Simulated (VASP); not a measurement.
Here is a VASP 6.6.1 calculation.

Contents of INCAR:

```
  PREC = Accurate
  ENCUT = 520
  EDIFF = 1E-6
  ISMEAR = 0
  SIGMA = 0.1
  LREAL = F
  LASPH = T
  NELM = 60
  ALGO = Normal
  ISIF = 2
  LWAVE = F
  LCHARG = T
  GGA = PE
  LELF = T
  LVHAR = T
  NBANDS = 20
```

File KPOINTS:

```
regular mesh
0
Gamma
  4 4 4
```

Contents of POSCAR:

```
Sb3Pd
1.0
    4.5729657797      0.0000000000      0.0000000000
    0.0000000000      4.5729657797      0.0000000000
    0.0000000000      0.0000000000      4.5729657797
Sb Pd
3 1
Direct
    0.0000000000      0.5000000000      0.5000000000
    0.5000000000      0.0000000000      0.5000000000
    0.5000000000      0.5000000000      0.0000000000
    0.0000000000      0.0000000000      0.0000000000
```

Potentials or basis: VASP PAW PBE potentials, release 64 (Sb, Pd).

Run with:

```sh
$ cat potpaw_PBE.64/Sb/POTCAR potpaw_PBE.64/Pd/POTCAR > POTCAR
$ mpirun -np 1 vasp_std > vasp.out
```

Predict the pressure.

-0.2 GPa.

Estimate the band gap on the k mesh.

zero (an odd number of electrons rules out a gap without spin polarisation).

Caveat: spin-orbit coupling is left out, which moves the levels of the heavy elements.
